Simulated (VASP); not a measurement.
## CdS: single point with PBE

CdS:

```
Cd S
1.0
     4.19643    0.00000    0.00000
    -2.09822    3.63422    0.00000
     0.00000    0.00000    6.82868
Cd S
2 2
Direct
  0.33333 0.66667 0.00021
  0.66667 0.33333 0.50021
  0.33333 0.66667 0.37679
  0.66667 0.33333 0.87679
```

```
Program                : VASP 6.6.1
Task                   : single point
Functional             : PBE
Potentials or basis    : VASP PAW PBE potentials, release 64 (Cd, S)
Cutoff                 : 520 eV
k mesh                 : 9 × 9 × 6
Occupations            : gaussian, width 0.01 eV
Spin                   : no spin polarisation
Dipole correction      : no
Further INCAR settings : ALGO = Normal; EDIFF = 1e-06; NBANDS = 26
```

| Quantity | Value |
| --- | --- |
| Pressure | 0.3 GPa |
| Band gap on the k mesh | 1.11 eV |

Levels at points of the mesh, in eV from the valence-band top:
```csv
k point,band 15,band 16,band 17,band 18,band 19,band 20,band 21,band 22
"(0.00, 0.00, 0.00)",-0.69,-0.04,0.00,0.00,1.11,2.74,6.48,6.48
"(0.00, 0.00, 0.50)",-0.36,-0.36,-0.36,-0.36,2.76,2.76,6.14,6.14
```

Wall time 120 s on 1 thread of Intel Xeon 8259CL, with other jobs on the host, peak memory 0.28 GiB.
